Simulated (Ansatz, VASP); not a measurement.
**AlN: VASP beside Ansatz**

Contents of POSCAR:

```
AlN
1.0
   -3.1110021516      0.0000000000      0.0000000000
   -1.5555010758     -2.6942068945      0.0000000000
    0.0000000000      0.0000000000     14.4560000000
Al N
4 4
Direct
    0.3333333333      0.3333333333      0.6224221776
    0.3333333333      0.3333333333      0.2780668926
    0.6666666667      0.6666666667      0.1058892501
    0.6666666667      0.6666666667      0.4502445351
    0.3333333333      0.3333333333      0.0662883924
    0.3333333333      0.3333333333      0.4106436774
    0.6666666667      0.6666666667      0.2384660349
    0.6666666667      0.6666666667      0.5828213199
```

File INCAR.step1:

```
PREC = Accurate ; ENCUT = 520
ISMEAR = 0 ; SIGMA = 0.05
LREAL = False ; LASPH = True
NELM = 80 ; NBANDS = 26
GGA = PE ; ALGO = Normal
EDIFF = 1E-4 ; LWAVE = True
LCHARG = False
```

File INCAR.step2:

```
PREC = Accurate ; ENCUT = 520
EDIFF = 1E-6 ; ISMEAR = 0
SIGMA = 0.05 ; LREAL = False
LASPH = True ; NELM = 80
ALGO = Normal ; ISIF = 2
LWAVE = False ; LCHARG = False
METAGGA = R2SCAN ; LMIXTAU = True
NBANDS = 26 ; ISTART = 1
```

File KPOINTS:

```
Automatic mesh
0
Gamma
  8 8 3
```

Input for Ansatz:

```yaml
crystal:
  lattice:
    - [-3.1110021516, 0.0, 0.0]
    - [-1.5555010758, -2.6942068945, 0.0]
    - [0.0, 0.0, 14.456]
  atoms:
    - { symbol: Al, position: [0.3333333333, 0.3333333333, 0.6224221776] }
    - { symbol: Al, position: [0.3333333333, 0.3333333333, 0.2780668926] }
    - { symbol: Al, position: [0.6666666667, 0.6666666667, 0.1058892501] }
    - { symbol: Al, position: [0.6666666667, 0.6666666667, 0.4502445351] }
    - { symbol: "N", position: [0.3333333333, 0.3333333333, 0.0662883924] }
    - { symbol: "N", position: [0.3333333333, 0.3333333333, 0.4106436774] }
    - { symbol: "N", position: [0.6666666667, 0.6666666667, 0.2384660349] }
    - { symbol: "N", position: [0.6666666667, 0.6666666667, 0.5828213199] }
basis:
  ecutwfc: 500
kpoints:
  mp_grid: { grid: [8, 8, 3] }
hamiltonian:
  xc: r2scan
scf:
  occupations: { method: gaussian, width: 0.05 }
output:
  forces: true
  stress: true
  eigenvalues: true
```

Alike in both runs: task single point; functional r2SCAN; k mesh 8 × 8 × 3; occupations gaussian, width 0.05 eV; no spin polarisation.

|  | VASP | Ansatz |
| --- | --- | --- |
| version | VASP 6.6.1 | Ansatz 0.2.0 |
| potentials or method | VASP PAW PBE potentials, release 64 (Al, N), cutoff 520 eV | scalar-relativistic, plane waves, PAW |
| valence electrons in the cell | 32 | 32 |

Ansatz gave:

| Item | Value |
| --- | --- |
| gap on the k mesh at the Fermi level (eV) | none |
| pressure (GPa) | -1.4 |
| traceless stress, the component that is largest in VASP (GPa) | 0.67 |
| rms of the force components (eV/Å) | 0.795 |

Question: Which values does VASP return?

Answer: gap on the k mesh at the Fermi level (eV): none; pressure (GPa): -1.7; traceless stress, the component that is largest in VASP (GPa): 0.60; rms of the force components (eV/Å): 0.790.

VASP's potentials were made for PBE, not for r2SCAN. Atom by atom the forces differ by 0.009 eV/Å (rms over components). A gap of «none» marks a metal or a gap that the smearing closes.
